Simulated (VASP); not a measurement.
# Pt (Fm-3m) in VASP: settings compared

Pt is run at these levels: PBE, LDA; tasks: density of states.

Program: VASP 6.6.1. These are calculated values, not measurements. Logs are shortened: lines on timing, memory, paths and dates and some standing lists are left out, and cuts for length are marked.

### Step 1. The cell of the first run

The structure is cubic, space group Fm-3m (No. 225). Conventional cell: a = 3.970 Å, b = 3.970 Å, c = 3.970 Å, α = 90.00°, β = 90.00°, γ = 90.00°. Within 3.7 Å of Pt (site symmetry m-3m) lie 12 Pt at 2.81 Å.

### Step 2. Density of states, PBE

POSCAR reads:

```
Pt
1.0
    0.0000000000      1.9850569796      1.9850569796
    1.9850569796      0.0000000000      1.9850569796
    1.9850569796      1.9850569796      0.0000000000
Pt
1
Direct
    0.0000000000      0.0000000000      0.0000000000
```

INCAR.step1 reads:

```
  PREC = Accurate
  ENCUT = 520
  EDIFF = 1E-7
  ISMEAR = 0
  SIGMA = 0.1
  LREAL = F
  LASPH = T
  NELM = 100
  ALGO = Fast
  ISIF = 2
  LWAVE = F
  LCHARG = T
  LMAXMIX = 4
  GGA = PE
  NBANDS = 11
```

KPOINTS.step1 reads:

```
regular mesh
0
Gamma
  18 18 18
```

INCAR.step2 reads:

```
  PREC = Accurate
  ENCUT = 520
  EDIFF = 1E-7
  ISMEAR = -5
  SIGMA = 0.1
  LREAL = F
  LASPH = T
  NELM = 100
  ALGO = Fast
  ISIF = 2
  LWAVE = F
  LCHARG = F
  LMAXMIX = 4
  GGA = PE
  LORBIT = 11
  NBANDS = 11
  NEDOS = 1001
  ICHARG = 11
```

KPOINTS.step2 reads:

```
regular mesh
0
Gamma
  27 27 27
```

Potentials or basis: VASP PAW PBE potentials, release 64 (Pt).

Run with:

```sh
> cat potpaw_PBE.64/Pt/POTCAR > POTCAR
> cp INCAR.step1 INCAR
> cp KPOINTS.step1 KPOINTS
> mpirun -np 1 vasp_std > vasp.out
> cp INCAR.step2 INCAR
> cp KPOINTS.step2 KPOINTS
> mpirun -np 1 vasp_std > vasp.out
```

OUTCAR:

```text
PREC = Accurate
   ENCUT = 520
   EDIFF = 1E-7
   ISMEAR = -5
   LREAL = F
   LASPH = T
   NELM = 100
   ISIF = 2
   GGA = PE
   LORBIT = 11
   ICHARG = 11

 ion  position               nearest neighbor table
   1  0.000  0.000  0.000-

  LATTYP: Found a face centered cubic cell.
 ALAT       =     3.9701139592

  Lattice vectors:

 A1 = (   0.0000000000,   1.9850569796,   1.9850569796)
 A2 = (   1.9850569796,   0.0000000000,   1.9850569796)
 A3 = (   1.9850569796,   1.9850569796,   0.0000000000)

Analysis of symmetry for initial positions (statically):
=====================================================================
 Subroutine PRICEL returns:
 Original cell was already a primitive cell.

 Routine SETGRP: Setting up the symmetry group for a
 face centered cubic supercell.

 Subroutine GETGRP returns: Found 48 space group operations
 (whereof 48 operations were pure point group operations)
 out of a pool of 48 trial point group operations.

The static configuration has the point symmetry O_h .

Analysis of symmetry for dynamics (positions and initial velocities):
=====================================================================
 Subroutine PRICEL returns:
 Original cell was already a primitive cell.

 Routine SETGRP: Setting up the symmetry group for a
 face centered cubic supercell.

 Subroutine GETGRP returns: Found 48 space group operations
 (whereof 48 operations were pure point group operations)
 out of a pool of 48 trial point group operations.

The dynamic configuration has the point symmetry O_h .

 Subroutine INISYM returns: Found 48 space group operations
 (whereof 48 operations are pure point group operations),
 and found     1 'primitive' translations

----------------------------------------------------------------------------------------

                                     Primitive cell

  volume of cell :      15.6440

  direct lattice vectors                    reciprocal lattice vectors
     0.000000000  1.985056980  1.985056980    -0.251881938  0.251881938  0.251881938
     1.985056980  0.000000000  1.985056980     0.251881938 -0.251881938  0.251881938
     1.985056980  1.985056980  0.000000000     0.251881938  0.251881938 -0.251881938

  length of vectors
     2.807294503  2.807294503  2.807294503     0.436272315  0.436272315  0.436272315

  position of ions in fractional coordinates (direct lattice)
     0.000000000  0.000000000  0.000000000

  ion indices of the primitive-cell ions
   primitive index   ion index
                 1           1

----------------------------------------------------------------------------------------

 KPOINTS: regular mesh

Automatic generation of k-mesh.
 Grid dimensions read from file:
 generate k-points for:   27   27   27

 Generating k-lattice:

  Cartesian coordinates                     Fractional coordinates (reciprocal lattice)
    -0.009328961  0.009328961  0.009328961     0.037037037  0.000000000  0.000000000
     0.009328961 -0.009328961  0.009328961     0.000000000  0.037037037  0.000000000
     0.009328961  0.009328961 -0.009328961     0.000000000  0.000000000  0.037037037

  Length of vectors
     0.016158234  0.016158234  0.016158234

  Shift w.r.t. Gamma in fractional coordinates (k-lattice)
     0.000000000  0.000000000  0.000000000

 TETIRR: Found   2653 inequivalent tetrahedra from   118098

 Subroutine IBZKPT returns following result:
 ===========================================

 Found    560 irreducible k-points:

 Following reciprocal coordinates:
            Coordinates               Weight
  0.000000  0.000000  0.000000      1.000000
  0.037037  0.000000  0.000000      8.000000
  0.074074  0.000000  0.000000      8.000000
  0.111111  0.000000  0.000000      8.000000
  0.148148  0.000000  0.000000      8.000000
  0.185185  0.000000  0.000000      8.000000
[... 16 lines left out ...]
  0.333333  0.037037  0.000000     24.000000
  0.370370  0.037037  0.000000     24.000000
 [... further k-points ...]
   k-points           NKPTS =    560   k-points in BZ     NKDIM =    560   number of bands    NBANDS=     11
   number of dos      NEDOS =   1001   number of ions     NIONS =      1
   total plane-waves  NPLWV =  13824
   dimension x,y,z NGX =    24 NGY =   24 NGZ =   24
   dimension x,y,z NGXF=    48 NGYF=   48 NGZF=   48
   ions per type =               1
   NGX,Y,Z   is equivalent  to a cutoff of  14.21, 14.21, 14.21 a.u.
   NGXF,Y,Z  is equivalent  to a cutoff of  28.43, 28.43, 28.43 a.u.
 SYSTEM =  unknown system
   PREC   = accura    normal or accurate (medium, high low for compatibility)
   ISTART =      0    job   : 0-new  1-cont  2-samecut
   ICHARG =     11    charge: 1-file 2-atom 10-const
   ISPIN  =      1    spin polarized calculation?
   LNONCOLLINEAR =      F non collinear calculations
   LSORBIT =      F    spin-orbit coupling
   LASPH  =      T    aspherical Exc in radial PAW
   ENCUT  =  520.0 eV  38.22 Ry    6.18 a.u.   5.22  5.22  5.22*2*pi/ulx,y,z
   NELM   =    100;   NELMIN=  2; NELMDL=  0     # of ELM steps
   EDIFF  = 0.1E-06   stopping-criterion for ELM
   LREAL  =      F    real-space projection
   EDIFFG = 0.1E-05   stopping-criterion for IOM
   NSW    =      0    number of steps for IOM
   IBRION =     -1    ionic relax: 0-MD 1-quasi-New 2-CG
   NFREE  =      0    steps in history (QN), initial steepest desc. (CG)
   ISIF   =      2    stress and relaxation
   ISYM   =      2    0-nonsym 1-usesym 2-fastsym
   POTIM  = 0.5000    time-step for ionic-motion
   TEBEG  =    0.0;   TEEND  =   0.0 temperature during run
   PSTRESS=    0.0 pullay stress
   NELECT =      10.0000    total number of electrons
   NUPDOWN=      -1.0000    fix difference up-down
   EMIN   =  10.00;   EMAX   =-10.00  energy-range for DOS
   EFERMI =   0.00;   METHOD = LEGACY
   ISMEAR =    -5;   SIGMA  =   0.10  broadening in eV -4-tet -1-fermi 0-gaus
   EFERMI_NEDOS =   21; number of points for ismear=-14 and -15
   IALGO  =     68    algorithm
   IMIX   =      4    mixing-type and parameters
     AMIX     =   0.40;   BMIX     =  1.00
     AMIX_MAG =   1.60;   BMIX_MAG =  1.00
  volume/ion in A,a.u.               =      15.64       105.57
  Fermi-wavevector in a.u.,A,eV,Ry     =   1.410236  2.664960 27.058806  1.988766
  Thomas-Fermi vector in A             =   2.532211
   LORBIT       =     11    0 simple, 1 ext, 2 COOP (PROOUT), +10 PAW based schemes
   GGA     = PE    functional components
   LHFCALC =     F    Hartree Fock is set to
   AEXX    =    0.0000 exact exchange contribution
   IVDW    =     0    specifies the selected vdW correction
   LEPSILON=     F    determine dielectric tensor
   LRPA    =     F    only Hartree local field effects (RPA)
 non-spin polarized calculation
 RMM-DIIS sequential band-by-band and
 Fermi weights with tetrahedron method with Bloechl corrections
  energy-cutoff  :      520.00
  volume of cell :       15.64
 maximum number of plane-waves:       444
 NGX is ok and might be reduce to    24

 number of electron      10.0000002 magnetization

 Free energy of the ion-electron system (eV)
  ---------------------------------------------------
  ext. energy  EPLUGINS =         0.00000000
  ---------------------------------------------------
  free energy    TOTEN  =        -6.09776649 eV

  energy without entropy =       -6.09776649  energy(sigma->0) =       -6.09776649

 E-fermi :  10.5579     XC(G=0): -13.2715

 val. band max:       10.5839586989   @ k =   0.4444   0.1111   0.0000
 cond. band min:      10.4896416122   @ k =   0.4074   0.0741   0.0000
 fundamental gap:     -0.0943170867
 Fermi energy:        10.5578823120

 k-point     1 :       0.0000    0.0000    0.0000
  band No.  band energies     occupation
      1       0.7635      2.00000
      2       7.0036      2.00000
      3       7.0036      2.00000
      4       7.0036      2.00000
      5       9.0313      2.00000
      6       9.0313      2.00000
      7      25.3093      0.00000
      8      30.0686      0.00000
      9      30.0686      0.00000
     10      30.0686      0.00000
     11      35.2807      0.00000

 k-point     2 :       0.0370    0.0000    0.0000
  band No.  band energies     occupation
      1       0.8171      2.00000
      2       6.9799      2.00000
      3       7.0249      2.00000
      4       7.0249      2.00000
      5       9.0193      2.00000
      6       9.0193      2.00000
      7      25.3914      0.00000
      8      29.7506      0.00000
      9      30.1489      0.00000
     10      30.1489      0.00000
     11      35.6280      0.00000

 k-point     3 :       0.0741    0.0000    0.0000
  band No.  band energies     occupation
      1       0.9759      2.00000
      2       6.9132      2.00000
      3       7.0855      2.00000
      4       7.0855      2.00000
      5       8.9877      2.00000
      6       8.9877      2.00000
      7      25.6276      0.00000
      8      28.9779      0.00000
      9      30.3862      0.00000
     10      30.3862      0.00000
     11      36.3962      0.00000

 k-point     4 :       0.1111    0.0000    0.0000
  band No.  band energies     occupation
      1       1.2336      2.00000
      2       6.8167      2.00000
      3       7.1744      2.00000
      4       7.1744      2.00000
      5       8.9500      2.00000
      6       8.9500      2.00000
      7      25.9846      0.00000
      8      28.0016      0.00000
      9      30.7699      0.00000
     10      30.7699      0.00000
     11      36.6228      0.00000

 k-point     5 :       0.1481    0.0000    0.0000
  band No.  band energies     occupation
      1       1.5781      2.00000
      2       6.7123      2.00000
      3       7.2712      2.00000
      4       7.2712      2.00000
      5       8.9301      2.00000
      6       8.9301      2.00000
      7      26.3827      0.00000
      8      26.9558      0.00000
      9      31.2807      0.00000
     10      31.2807      0.00000
     11      35.6121      0.00000
[... 211 lines left out ...]
 k-point    21 :       0.2593    0.0370    0.0000
  band No.  band energies     occupation
      1       2.7644      2.00000
      2       6.6068      2.00000
      3       7.3632      2.00000
      4       7.3987      2.00000
      5       9.0310      2.00000
      6       9.3713      2.00000
      7      23.8083      0.00000
      8      26.9671      0.00000
      9      31.8247      0.00000
     10      33.1565      0.00000
     11      33.6989      0.00000

 k-point    22 :       0.2963    0.0370    0.0000
  band No.  band energies     occupation
      1       3.1433      2.00000
      2       6.8106      2.00000
      3       7.2912      2.00000
      4       7.3455      2.00000
      5       9.2940      2.00000
      6       9.6042      2.00000
      7      22.4896      0.00000
      8      26.6487      0.00000
      9      31.6202      0.00000
     10      32.9776      0.00000
     11      34.1068      0.00000

 k-point    23 :       0.3333    0.0370    0.0000
  band No.  band energies     occupation
      1       3.4143      2.00000
      2       7.1612      2.00000
      3       7.2485      2.00000
      4       7.2662      2.00000
      5       9.6119      2.00000
      6       9.8676      2.00000
      7      21.1117      0.00000
      8      26.2009      0.00000
      9      31.0489      0.00000
     10      32.1638      0.00000
     11      34.9366      0.00000

 k-point    24 :       0.3704    0.0370    0.0000
  band No.  band energies     occupation
      1       3.5692      2.00000
      2       7.0940      2.00000
      3       7.1792      2.00000
      4       7.8070      2.00000
      5       9.9579      2.00000
      6      10.1288      2.00000
      7      19.7221      0.00000
      8      25.7599      0.00000
      9      30.3906      0.00000
     10      31.2438      0.00000
     11      36.0857      0.00000

 [... further k-points ...]
[... 5 lines left out ...]
  --------------------------------------------------------------------------------------
  -------------------------------------------------------------------------------------
  Total       -0.0328313     -0.0328313     -0.0328313     -0.0000000      0.0000000     -0.0000000
  in kB       -3.3624060     -3.3624060     -3.3624060     -0.0000000      0.0000000     -0.0000000
  external PRESSURE =      -3.3624060 kB  Pullay stress =       0.0000000 kB

 VOLUME and BASIS-vectors are now :
 -----------------------------------------------------------------------------
  energy-cutoff  :      520.00
  volume of cell :       15.64
      direct lattice vectors                 reciprocal lattice vectors
     0.000000000  1.985056980  1.985056980    -0.251881938  0.251881938  0.251881938
     1.985056980  0.000000000  1.985056980     0.251881938 -0.251881938  0.251881938
     1.985056980  1.985056980  0.000000000     0.251881938  0.251881938 -0.251881938

 POSITION                                       TOTAL-FORCE (eV/Angst)
 -----------------------------------------------------------------------------------
      0.00000      0.00000      0.00000         0.000000     -0.000000      0.000000
 -----------------------------------------------------------------------------------
    total drift:                               -0.000000      0.000000     -0.000000

  FREE ENERGIE OF THE ION-ELECTRON SYSTEM (eV)
  ---------------------------------------------------
  free  energy   TOTEN  =        -6.0977664915 eV

  energy  without entropy=       -6.0977664915  energy(sigma->0) =       -6.09776649

 total charge

# of ion       s       p       d       tot
------------------------------------------
    1        0.619   0.567   8.019   9.205
```

Wall time 37 s (1 thread of Intel Xeon 6975P-C (Granite Rapids), shared host); peak memory 0.22 GiB.

What came out:

| Item | Value |
| --- | --- |
| Valence electrons inside the program's atomic spheres | Pt 9.21 |

Levels at points of the mesh, in eV from the Fermi level:
```tsv
k point	band 3	band 4	band 5	band 6	band 7	band 8
(0.00, 0.00, 0.00)	-3.55	-3.55	-1.53	-1.53	14.75	19.51
```

Caveat: spin-orbit coupling is left out, which moves the levels of the heavy elements; tetrahedron occupations give inexact forces and stress in metals.

### Step 3. Density of states, PBE

POSCAR reads:

```
Pt
1.0
    0.0000000000      1.9850569793      1.9850569793
    1.9850569793      0.0000000000      1.9850569793
    1.9850569793      1.9850569793      0.0000000000
Pt
1
Direct
    0.0000000000      0.0000000000      0.0000000000
```

INCAR.step1 is that of step 2.

KPOINTS.step1 is that of step 2.

INCAR.step2 is that of step 2.

KPOINTS.step2 is that of step 2.

Potentials or basis: VASP PAW PBE potentials, release 64 (Pt).

Run with:

```sh
> cat potpaw_PBE.64/Pt/POTCAR > POTCAR
> cp INCAR.step1 INCAR
> cp KPOINTS.step1 KPOINTS
> mpirun -np 1 vasp_std > vasp.out
> cp INCAR.step2 INCAR
> cp KPOINTS.step2 KPOINTS
> mpirun -np 1 vasp_std > vasp.out
```

It took 30 s on 1 thread of Intel Xeon 6975P-C (Granite Rapids), shared host; peak memory 0.21 GiB.

It converged, with:

| Item | Value |
| --- | --- |
| Valence electrons inside the program's atomic spheres | Pt 9.21 |

Levels at points of the mesh, in eV from the Fermi level:
| k point | band 3 | band 4 | band 5 | band 6 | band 7 | band 8 |
| --- | --- | --- | --- | --- | --- | --- |
| (0.00, 0.00, 0.00) | -3.55 | -3.55 | -1.53 | -1.53 | 14.75 | 19.51 |

Caveat: spin-orbit coupling is left out, which moves the levels of the heavy elements; tetrahedron occupations give inexact forces and stress in metals.

### Step 4. Density of states, LDA

POSCAR is that of step 3.

INCAR.step1 reads:

```
SYSTEM = Pt
  PREC = Accurate
  ENCUT = 520
  EDIFF = 1E-7
  ISMEAR = 0
  SIGMA = 0.1
  LREAL = .FALSE.
  LASPH = .TRUE.
  NELM = 80
  ALGO = Normal
  ISIF = 2
  LWAVE = .FALSE.
  LCHARG = .TRUE.
  LMAXMIX = 4
  NBANDS = 11
```

KPOINTS.step1 reads:

```
regular mesh
0
G
  18 18 18
  0 0 0
```

INCAR.step2 reads:

```
SYSTEM = Pt
  PREC = Accurate
  ENCUT = 520
  EDIFF = 1E-7
  ISMEAR = -5
  SIGMA = 0.1
  LREAL = .FALSE.
  LASPH = .TRUE.
  NELM = 80
  ALGO = Normal
  ISIF = 2
  LWAVE = .FALSE.
  LCHARG = .FALSE.
  LMAXMIX = 4
  LORBIT = 11
  NEDOS = 1001
  ICHARG = 11
```

KPOINTS.step2 reads:

```
regular mesh
0
G
  27 27 27
  0 0 0
```

Potentials or basis: VASP PAW LDA potentials, release 64 (Pt).

Run with:

```sh
> cat potpaw_LDA.64/Pt/POTCAR > POTCAR
> cp INCAR.step1 INCAR
> cp KPOINTS.step1 KPOINTS
> mpirun -np 1 vasp_std > vasp.out
> cp INCAR.step2 INCAR
> cp KPOINTS.step2 KPOINTS
> mpirun -np 1 vasp_std > vasp.out
```

Wall time 23 s (1 thread of Intel Xeon 6975P-C (Granite Rapids), shared host); peak memory 0.2 GiB.

Results (log left out):

```yaml
Valence_electrons_inside_the_program's_atomic_spheres: Pt 9.21
```

Levels at points of the mesh, in eV from the Fermi level:
```tsv
k point	band 1	band 2	band 3	band 4	band 5	band 6	band 7	band 8	band 9
(0.00, 0.00, 0.00)	-9.83	-3.58	-3.58	-3.58	-1.52	-1.52	14.74	19.45	19.45
```

Caveat: spin-orbit coupling is left out, which moves the levels of the heavy elements; tetrahedron occupations give inexact forces and stress in metals.

### Step 5. Density of states, PBE

POSCAR reads:

```
Pt
1.0
    0.0000000000      1.9850569802      1.9850569802
    1.9850569802      0.0000000000      1.9850569802
    1.9850569802      1.9850569802      0.0000000000
Pt
1
Direct
    0.0000000000      0.0000000000      0.0000000000
```

INCAR.step1 reads:

```
  PREC = Accurate
  ENCUT = 520
  EDIFF = 1E-7
  ISMEAR = 0
  SIGMA = 0.1
  LREAL = F
  LASPH = T
  NELM = 100
  ALGO = Fast
  ISIF = 2
  LWAVE = F
  LCHARG = T
  LMAXMIX = 4
  GGA = PE
  NBANDS = 11
```

KPOINTS.step1 reads:

```
regular mesh
0
Gamma
  18 18 18
```

INCAR.step2 reads:

```
  PREC = Accurate
  ENCUT = 520
  EDIFF = 1E-7
  ISMEAR = -5
  SIGMA = 0.1
  LREAL = F
  LASPH = T
  NELM = 100
  ALGO = Fast
  ISIF = 2
  LWAVE = F
  LCHARG = F
  LMAXMIX = 4
  GGA = PE
  LORBIT = 11
  NBANDS = 11
  NEDOS = 1001
  ICHARG = 11
```

KPOINTS.step2 reads:

```
regular mesh
0
Gamma
  27 27 27
```

Potentials or basis: VASP PAW PBE potentials, release 64 (Pt).

Run with:

```sh
> cat potpaw_PBE.64/Pt/POTCAR > POTCAR
> cp INCAR.step1 INCAR
> cp KPOINTS.step1 KPOINTS
> mpirun -np 1 vasp_std > vasp.out
> cp INCAR.step2 INCAR
> cp KPOINTS.step2 KPOINTS
> mpirun -np 1 vasp_std > vasp.out
```

It took 4.2 min on 1 thread of AMD EPYC 7R13, shared host; peak memory 0.19 GiB.

It converged, with:

```yaml
Valence_electrons_inside_the_program's_atomic_spheres: Pt 9.21
```

Levels at points of the mesh, in eV from the Fermi level:
```tsv
k point	band 3	band 4	band 5	band 6	band 7	band 8
(0.00, 0.00, 0.00)	-3.55	-3.55	-1.53	-1.53	14.75	19.51
```

Caveat: spin-orbit coupling is left out, which moves the levels of the heavy elements; tetrahedron occupations give inexact forces and stress in metals.
